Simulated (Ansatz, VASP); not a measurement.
One calculation of Si, two programs

The input INCAR:

```
ALGO     = Normal         # electronic algorithm
EDIFF    = 1E-7           # SCF threshold, eV
ENCUT    = 520            # plane-wave cutoff, eV
ISIF     = 2              # what is computed and relaxed
ISMEAR   = -1             # smearing method
LASPH    = T              # aspherical terms in the spheres
LCHARG   = F              # write CHGCAR
LREAL    = F              # projectors in reciprocal space
LWAVE    = F              # write WAVECAR
NBANDS   = 11             # bands
NELM     = 80             # most SCF steps
PREC     = Accurate       # precision mode
SIGMA    = 0.08           # smearing width, eV
```

File KPOINTS:

```
k-points
0
Gamma
  11 11 11
```

POSCAR

```
Si
1.0
   -0.0271547000      2.7018926500      2.7018926500
    2.7018926500     -0.0271547000      2.7018926500
    2.7018926500      2.7018926500     -0.0271547000
Si
2
Direct
    0.5000000000      0.5000000000      0.5000000000
    0.7500000000      0.7500000000      0.7500000000
```

Input for Ansatz:

```yaml
crystal:
  lattice:
    - [-0.0271547, 2.70189265, 2.70189265]
    - [2.70189265, -0.0271547, 2.70189265]
    - [2.70189265, 2.70189265, -0.0271547]
  atoms:
    - { symbol: Si, position: [0.5, 0.5, 0.5] }
    - { symbol: Si, position: [0.75, 0.75, 0.75] }
kpoints:
  mp_grid: { grid: [11, 11, 11] }
  band_path:
    path:
      - [0.0, 0.0, 0.0]
      - [0.5, 0.5, 0.5]
      - [0.2525443832, 0.5, 0.7474556168]
      - [-0.2525443832, 0.2525443832, 0.5]
      - [0.0, 0.0, 0.5]
      - [0.0, 0.0, 0.0]
      - [-0.3762721916, 0.0, 0.3762721916]
      - [0.0, 0.3762721916, 0.6237278084]
      - [0.0, 0.5, 0.5]
    npoints: 5
scf:
  occupations: { method: fermi_dirac, width: 0.08 }
hamiltonian:
  xc: lda
  pseudopotentials: { kind: all_electron, lapw: { basis_error: 0.00025 } }
output:
  forces: true
  stress: true
  eigenvalues: true
```

Change from the starting cell: equal xy, yz and zx shear strains of -1 %.

Alike in both runs: task single point; functional LDA; k mesh 11 × 11 × 11; occupations fermi-dirac, width 0.08 eV; no spin polarisation.

|  | VASP | Ansatz |
| --- | --- | --- |
| version | VASP 6.6.1 | Ansatz 0.2.0 |
| potentials or method | VASP PAW LDA potentials, release 64 (Si), cutoff 520 eV | all-electron LAPW, scalar-relativistic |

```tsv
	VASP	Ansatz	Ansatz less VASP
pressure (GPa)	-1.4	-1.5	-0.09
traceless stress, the component that is largest in VASP (GPa)	1.03	1.02	-0.007
rms of the force components (eV/Å)	0.098	0.098	-0.0002
```

LDA's correlation is that of Perdew and Zunger in VASP and of Perdew and Wang (1992) in Ansatz. Atom by atom the forces differ by 0.000 eV/Å (rms over components). Ansatz ran all-electron here, and VASP with PAW potentials.
